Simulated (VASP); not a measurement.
# Cu in VASP: a series of runs

Cu is run at these levels: PBE; tasks: single point.

Program: VASP 6.6.1. These are calculated values, not measurements. Logs are shortened: lines on timing, memory, paths and dates and some standing lists are left out, and cuts for length are marked.

## 1. The cell of the first run

The cell holds a slab with vacuum, 13 atoms: a = 5.105 Å, b = 5.105 Å, c = 15.168 Å, α = 90.00°, β = 90.00°, γ = 60.00°.

## 2. Single point, PBE

The input, INCAR:

```
ALGO = Normal ; EDIFF = 1E-6
ENCUT = 520 ; GGA = PE
ISIF = 2 ; ISMEAR = 0
LASPH = True ; LCHARG = False
LREAL = False ; LWAVE = False
NBANDS = 84 ; NELM = 60
PREC = Accurate ; SIGMA = 0.05
```

The input, KPOINTS:

```
k-points
0
Gamma
  4 4 1
```

The input, POSCAR:

```
Cu
1.0
    5.1053110000      0.0000000000      0.0000000000
    2.5526550000      4.4213290000      0.0000000000
    0.0000000000      0.0000000000     15.1684690000
Cu
13
Direct
    0.1666667000      0.1666667000      0.0659262000
    0.6666667000      0.1666667000      0.0659262000
    0.1666667000      0.6666667000      0.0659262000
    0.6666667000      0.6666667000      0.0659262000
   -0.1684016623      0.3349661355      0.2025385989
    0.3301801782      0.3348922647      0.2025067629
   -0.1684049895      0.8334069865      0.2025405536
    0.3310803481      0.8344459745      0.2027974176
    0.0005148553     -0.0002892094      0.3383115551
    0.4937211634      0.0001858251      0.3384826300
   -0.0044528502      0.5021922932      0.3437408264
    0.4937136799      0.5060467633      0.3384730836
    0.6660249098      0.1670022715      0.4611362285
```

Potentials or basis: VASP PAW PBE potentials, release 64 (Cu).

Started as:

```console
$ cat potpaw_PBE.64/Cu/POTCAR > POTCAR
$ mpirun -np 1 vasp_std > vasp.out
```

OUTCAR:

```text
EDIFF = 1E-6
   ENCUT = 520
   GGA = PE
   ISIF = 2
   ISMEAR = 0
   LASPH = True
   LREAL = False
   NELM = 60
   PREC = Accurate

 ion  position               nearest neighbor table
   1  0.167  0.167  0.066-   6 2.54   8 2.54   5 2.55   3 2.55   3 2.55   2 2.55   2 2.55   4 2.55
                             4 2.55
   2  0.667  0.167  0.066-   5 2.54   7 2.54   6 2.55   4 2.55   4 2.55   1 2.55   1 2.55   3 2.55
                             3 2.55
   3  0.167  0.667  0.066-   6 2.54   8 2.54   7 2.55   1 2.55   1 2.55   4 2.55   4 2.55   2 2.55
                             2 2.55
   4  0.667  0.667  0.066-   7 2.54   5 2.54   8 2.55   2 2.55   2 2.55   3 2.55   3 2.55   1 2.55
                             1 2.55
   5  0.832  0.335  0.203-   9 2.54   4 2.54   2 2.54   7 2.54   6 2.55  12 2.55   1 2.55   8 2.55
                             8 2.55   6 2.56   7 2.56  11 2.59
   6  0.330  0.335  0.203-   1 2.54  12 2.54   3 2.54  10 2.54   5 2.55   7 2.55   2 2.55   8 2.55
                             8 2.55   7 2.56   5 2.56  11 2.60
   7  0.832  0.833  0.203-   9 2.54   4 2.54   2 2.54   5 2.54   6 2.55  10 2.55   3 2.55   8 2.55
                             8 2.55   6 2.56   5 2.56  11 2.59
   8  0.331  0.834  0.203-  12 2.52  10 2.52   9 2.52   3 2.54   1 2.54   4 2.55   7 2.55   6 2.55
                             5 2.55   5 2.55   6 2.55   7 2.55
   9  0.001  1.000  0.338-  13 2.38  12 2.52  10 2.52   8 2.52   7 2.54   5 2.54  11 2.55  11 2.55
                            10 2.59  12 2.59
  10  0.494  0.000  0.338-  13 2.39   8 2.52   9 2.52  12 2.52   6 2.54   7 2.55  11 2.55  11 2.55
                            12 2.58   9 2.59
  11  0.996  0.502  0.344-  12 2.55  10 2.55   9 2.55   9 2.55  10 2.55  12 2.55   5 2.59   7 2.59
                             6 2.60
  12  0.494  0.506  0.338-  13 2.39   8 2.52   9 2.52  10 2.52   6 2.54   5 2.55  11 2.55  11 2.55
                            10 2.58   9 2.59
  13  0.666  0.167  0.461-   9 2.38  12 2.39  10 2.39

  LATTYP: Found a hexagonal cell.
 ALAT       =     5.1053107325
 C/A-ratio  =     2.9711157253

  Lattice vectors:

 A1 = (  -2.5526550000,  -4.4213290000,   0.0000000000)
 A2 = (   5.1053110000,   0.0000000000,   0.0000000000)
 A3 = (   0.0000000000,   0.0000000000,  15.1684690000)

Analysis of symmetry for initial positions (statically):
=====================================================================
 Subroutine PRICEL returns:
 Original cell was already a primitive cell.

 Routine SETGRP: Setting up the symmetry group for a
 hexagonal supercell.

 Subroutine GETGRP returns: Found  1 space group operations
 (whereof  1 operations were pure point group operations)
 out of a pool of 24 trial point group operations.

The static configuration has the point symmetry C_1 .

Analysis of symmetry for dynamics (positions and initial velocities):
=====================================================================
 Subroutine PRICEL returns:
 Original cell was already a primitive cell.

 Routine SETGRP: Setting up the symmetry group for a
 hexagonal supercell.

 Subroutine GETGRP returns: Found  1 space group operations
 (whereof  1 operations were pure point group operations)
 out of a pool of 24 trial point group operations.

The dynamic configuration has the point symmetry C_1 .

 Subroutine INISYM returns: Found  1 space group operations
 (whereof  1 operations are pure point group operations),
 and found     1 'primitive' translations

----------------------------------------------------------------------------------------

                                     Primitive cell

  volume of cell :     342.3866

  direct lattice vectors                    reciprocal lattice vectors
     5.105311000  0.000000000  0.000000000     0.195874453 -0.113088147  0.000000000
     2.552655000  4.421329000  0.000000000     0.000000000  0.226176337  0.000000000
     0.000000000  0.000000000 15.168469000     0.000000000  0.000000000  0.065926232

  length of vectors
     5.105311000  5.105310732 15.168469000     0.226176326  0.226176337  0.065926232

  position of ions in fractional coordinates (direct lattice)
     0.166666700  0.166666700  0.065926200
     0.666666700  0.166666700  0.065926200
     0.166666700  0.666666700  0.065926200
     0.666666700  0.666666700  0.065926200
[... 39 lines left out ...]
     0.000000000  0.000000000  0.065926232     0.000000000  0.000000000  1.000000000

  Length of vectors
     0.056544081  0.056544084  0.065926232

  Shift w.r.t. Gamma in fractional coordinates (k-lattice)
     0.000000000  0.000000000  0.000000000

 Subroutine IBZKPT returns following result:
 ===========================================

 Found     10 irreducible k-points:

 Following reciprocal coordinates:
            Coordinates               Weight
  0.000000  0.000000  0.000000      1.000000
  0.250000 -0.000000  0.000000      2.000000
  0.250000  0.250000  0.000000      2.000000
  0.000000  0.250000  0.000000      2.000000
  0.500000 -0.000000  0.000000      1.000000
  0.500000  0.500000  0.000000      1.000000
  0.000000  0.500000  0.000000      1.000000
  0.500000  0.250000  0.000000      2.000000
  0.250000  0.500000  0.000000      2.000000
 -0.250000  0.250000  0.000000      2.000000
   k-points           NKPTS =     10   k-points in BZ     NKDIM =     10   number of bands    NBANDS=     84
   number of dos      NEDOS =    301   number of ions     NIONS =     13
   total plane-waves  NPLWV = 192000
   dimension x,y,z NGX =    40 NGY =   40 NGZ =  120
   dimension x,y,z NGXF=    80 NGYF=   80 NGZF=  240
   ions per type =              13
   NGX,Y,Z   is equivalent  to a cutoff of  13.03, 13.03, 13.15 a.u.
   NGXF,Y,Z  is equivalent  to a cutoff of  26.05, 26.05, 26.30 a.u.
 SYSTEM =  unknown system
   PREC   = accura    normal or accurate (medium, high low for compatibility)
   ISTART =      0    job   : 0-new  1-cont  2-samecut
   ICHARG =      2    charge: 1-file 2-atom 10-const
   ISPIN  =      1    spin polarized calculation?
   LNONCOLLINEAR =      F non collinear calculations
   LSORBIT =      F    spin-orbit coupling
   LASPH  =      T    aspherical Exc in radial PAW
   ENCUT  =  520.0 eV  38.22 Ry    6.18 a.u.   9.49  9.49 28.20*2*pi/ulx,y,z
   NELM   =     60;   NELMIN=  2; NELMDL= -5     # of ELM steps
   EDIFF  = 0.1E-05   stopping-criterion for ELM
   LREAL  =      F    real-space projection
   EDIFFG = 0.1E-04   stopping-criterion for IOM
   NSW    =      0    number of steps for IOM
   IBRION =     -1    ionic relax: 0-MD 1-quasi-New 2-CG
   NFREE  =      0    steps in history (QN), initial steepest desc. (CG)
   ISIF   =      2    stress and relaxation
   ISYM   =      2    0-nonsym 1-usesym 2-fastsym
   POTIM  = 0.5000    time-step for ionic-motion
   TEBEG  =    0.0;   TEEND  =   0.0 temperature during run
   PSTRESS=    0.0 pullay stress
   NELECT =     143.0000    total number of electrons
   NUPDOWN=      -1.0000    fix difference up-down
   EMIN   =  10.00;   EMAX   =-10.00  energy-range for DOS
   EFERMI =   0.00;   METHOD = LEGACY
   ISMEAR =     0;   SIGMA  =   0.05  broadening in eV -4-tet -1-fermi 0-gaus
   EFERMI_NEDOS =   21; number of points for ismear=-14 and -15
   IALGO  =     38    algorithm
   IMIX   =      4    mixing-type and parameters
     AMIX     =   0.40;   BMIX     =  1.00
     AMIX_MAG =   1.60;   BMIX_MAG =  1.00
  volume/ion in A,a.u.               =      26.34       177.73
  Fermi-wavevector in a.u.,A,eV,Ry     =   1.223718  2.312491 20.374521  1.497485
  Thomas-Fermi vector in A             =   2.358818
   LORBIT       =      0    0 simple, 1 ext, 2 COOP (PROOUT), +10 PAW based schemes
   GGA     = PE    functional components
   LHFCALC =     F    Hartree Fock is set to
   AEXX    =    0.0000 exact exchange contribution
   IVDW    =     0    specifies the selected vdW correction
   LEPSILON=     F    determine dielectric tensor
   LRPA    =     F    only Hartree local field effects (RPA)
 non-spin polarized calculation
 Gauss-broadening in eV      SIGMA  =   0.05
  energy-cutoff  :      520.00
  volume of cell :      342.39
 maximum number of plane-waves:      9249
 NGX is ok and might be reduce to    40
   NGX = 19   NGY = 19   NGZ = 57

 number of electron     142.9999997 magnetization

 Free energy of the ion-electron system (eV)
  ---------------------------------------------------
  ext. energy  EPLUGINS =         0.00000000
  ---------------------------------------------------
  free energy    TOTEN  =       -43.76551219 eV

  energy without entropy =      -43.73450862  energy(sigma->0) =      -43.75001040

 E-fermi :   1.1189     XC(G=0):  -6.9856

 val. band max:        1.1121694118   @ k =   0.5000   0.5000   0.0000
 cond. band min:       1.1205665489   @ k =   0.5000  -0.0000   0.0000
 fundamental gap:      0.0083971372
 Fermi energy:         1.1189415281

 k-point     1 :       0.0000    0.0000    0.0000
  band No.  band energies     occupation
      1      -7.5569      2.00000
      2      -5.7413      2.00000
      3      -4.1745      2.00000
      4      -3.6336      2.00000
      5      -3.6067      2.00000
      6      -3.6044      2.00000
[... 849 lines left out ...]
     82       6.2286      0.00000
     83       6.3881      0.00000
 [bands above 83 left out]

------------------------ aborting loop because EDIFF is reached ----------------------------------------

  FORCE on cell =-STRESS in cart. coord.  units (eV):
  Direction    XX          YY          ZZ          XY          YZ          ZX
  --------------------------------------------------------------------------------------
  -------------------------------------------------------------------------------------
  Total       -1.2302210     -1.2896163      0.2727047     -0.0518669     -0.0216824      0.0386255
  in kB       -5.7567441     -6.0346808      1.2761048     -0.2427082     -0.1014616      0.1807458
  external PRESSURE =      -3.5051067 kB  Pullay stress =       0.0000000 kB

 VOLUME and BASIS-vectors are now :
 -----------------------------------------------------------------------------
  energy-cutoff  :      520.00
  volume of cell :      342.39
      direct lattice vectors                 reciprocal lattice vectors
     5.105311000  0.000000000  0.000000000     0.195874453 -0.113088147  0.000000000
     2.552655000  4.421329000  0.000000000     0.000000000  0.226176337  0.000000000
     0.000000000  0.000000000 15.168469000     0.000000000  0.000000000  0.065926232

 POSITION                                       TOTAL-FORCE (eV/Angst)
 -----------------------------------------------------------------------------------
      1.27633      0.73689      1.00000        -0.004886      0.034344     -0.065992
      3.82898      0.73689      1.00000        -0.004506      0.002526      0.086150
      2.55266      2.94755      1.00000        -0.032235     -0.013024     -0.065896
      5.10531      2.94755      1.00000         0.023918     -0.013861     -0.065944
      5.10062      1.48100      3.07220        -0.004049     -0.002042     -0.000953
      2.54054      1.48067      3.07172         0.005517     -0.003154      0.001424
      6.37295      3.68477      3.07223        -0.000229      0.004507     -0.001033
      3.82032      3.68936      3.07613         0.001721     -0.001013     -0.004685
      2.55455      4.42005      5.13167         0.013828     -0.007859     -0.000015
      2.52107      0.00082      5.13426         0.005934     -0.002790      0.021790
      6.36450      2.22036      5.21402         0.004453     -0.002502      0.030297
      3.81232      2.23740      5.13412         0.005463     -0.003713      0.022026
      3.82656      0.73837      6.99473        -0.014929      0.008579      0.042831
 -----------------------------------------------------------------------------------
    total drift:                               -0.001204      0.000758     -0.003257

  FREE ENERGIE OF THE ION-ELECTRON SYSTEM (eV)
  ---------------------------------------------------
  free  energy   TOTEN  =       -43.7655121866 eV

  energy  without entropy=      -43.7345086173  energy(sigma->0) =      -43.75001040
```

Wall time 11 min (1 thread of Intel Xeon Platinum 8259CL at 2.50GHz (Skylake/Cascade Lake), shared host); peak memory 0.54 GiB.

What came out:

```
Free energy            : -43.7655 eV
Largest force          : 0.086 eV/Å
Band gap on the k mesh : zero (an odd number of electrons rules out a gap without spin polarisation)
```

Forces on the atoms (eV/Å):
```
Cu  -0.005  0.034 -0.066
Cu  -0.005  0.003  0.086
Cu  -0.032 -0.013 -0.066
Cu   0.024 -0.014 -0.066
Cu  -0.004 -0.002 -0.001
Cu   0.006 -0.003  0.001
Cu   0.000  0.005 -0.001
Cu   0.002 -0.001 -0.005
Cu   0.014 -0.008  0.000
Cu   0.006 -0.003  0.022
Cu   0.004 -0.003  0.030
Cu   0.005 -0.004  0.022
Cu  -0.015  0.009  0.043
```

Levels at points of the mesh, in eV from the Fermi level:
| k point | band 69 | band 70 | band 71 | band 72 | band 73 | band 74 | band 75 | band 76 |
| --- | --- | --- | --- | --- | --- | --- | --- | --- |
| (0.00, 0.00, 0.00) | -0.74 | 0.03 | 0.04 | 0.05 | 1.06 | 1.16 | 1.17 | 1.53 |
| (0.50, 0.00, 0.00) | -1.38 | -0.47 | -0.01 | 0.00 | 0.05 | 1.01 | 1.03 | 1.53 |
| (0.50, 0.50, 0.00) | -1.38 | -0.47 | -0.01 | 0.00 | 0.05 | 1.01 | 1.03 | 1.53 |
| (0.00, 0.50, 0.00) | -1.38 | -0.47 | -0.01 | 0.00 | 0.05 | 1.01 | 1.03 | 1.53 |

## 3. Single point, PBE

The input, INCAR:

```
SYSTEM = Cu
  PREC = Accurate
  ENCUT = 520
  EDIFF = 1E-6
  ISMEAR = 0
  SIGMA = 0.05
  LREAL = .FALSE.
  LASPH = .TRUE.
  NELM = 60
  ALGO = Normal
  ISIF = 2
  LWAVE = .FALSE.
  LCHARG = .TRUE.
  GGA = PE
  LELF = .TRUE.
  LVHAR = .TRUE.
  NBANDS = 84
```

The input, KPOINTS:

```
Automatic mesh
0
G
  4 4 1
  0 0 0
```

The input, POSCAR:

```
Cu
1.0
    5.1053110000      0.0000000000      0.0000000000
    2.5526550000      4.4213290000      0.0000000000
    0.0000000000      0.0000000000     15.1684690000
Cu
13
Direct
    0.1666667508      0.1666666290      0.0659262316
    0.6666666529      0.1666666290      0.0659262316
    0.1666665963      0.6666667421      0.0659262316
    0.6666666943      0.6666667421      0.0659262316
   -0.1684017439      0.3349662511      0.2025385687
    0.3301801825      0.3348922914      0.2025067922
   -0.1684048700      0.8334068783      0.2025405464
    0.3310804020      0.8344459324      0.2027973950
    0.0005148425     -0.0002892795      0.3383115330
    0.4937210325      0.0001859169      0.3384826115
   -0.0044529053      0.5021922142      0.3437408218
    0.4937137683      0.5060467113      0.3384730522
    0.6660248139      0.1670022747      0.4611362557
```

Potentials or basis: VASP PAW PBE potentials, release 64 (Cu).

Started as:

```console
$ cat potpaw_PBE.64/Cu/POTCAR > POTCAR
$ mpirun -np 1 vasp_std > vasp.out
```

It took 12 min on 1 thread of Intel Xeon Platinum 8259CL at 2.50GHz (Skylake/Cascade Lake), shared host; peak memory 0.54 GiB.

The run converged. Its results:

```yaml
Free_energy: -43.7655 eV
Largest_force: 0.086 eV/Å
Band_gap_on_the_k_mesh: zero (an odd number of electrons rules out a gap without spin polarisation)
```

Forces in eV/Å, atoms in the order of the input:
```
Cu  -0.005  0.034 -0.066
Cu  -0.005  0.003  0.086
Cu  -0.032 -0.013 -0.066
Cu   0.024 -0.014 -0.066
Cu  -0.004 -0.002 -0.001
Cu   0.006 -0.003  0.001
Cu   0.000  0.005 -0.001
Cu   0.002 -0.001 -0.005
Cu   0.014 -0.008  0.000
Cu   0.006 -0.003  0.022
Cu   0.004 -0.002  0.030
Cu   0.005 -0.004  0.022
Cu  -0.015  0.009  0.043
```

Levels at points of the mesh, in eV from the Fermi level:
```
           k point  band 70  band 71  band 72  band 73  band 74  band 75
(0.00, 0.00, 0.00)     0.03     0.04     0.05     1.06     1.16     1.17
(0.50, 0.00, 0.00)    -0.47    -0.01     0.00     0.05     1.01     1.03
(0.50, 0.50, 0.00)    -0.47    -0.01     0.00     0.05     1.01     1.03
(0.00, 0.50, 0.00)    -0.47    -0.01     0.00     0.05     1.01     1.03
```
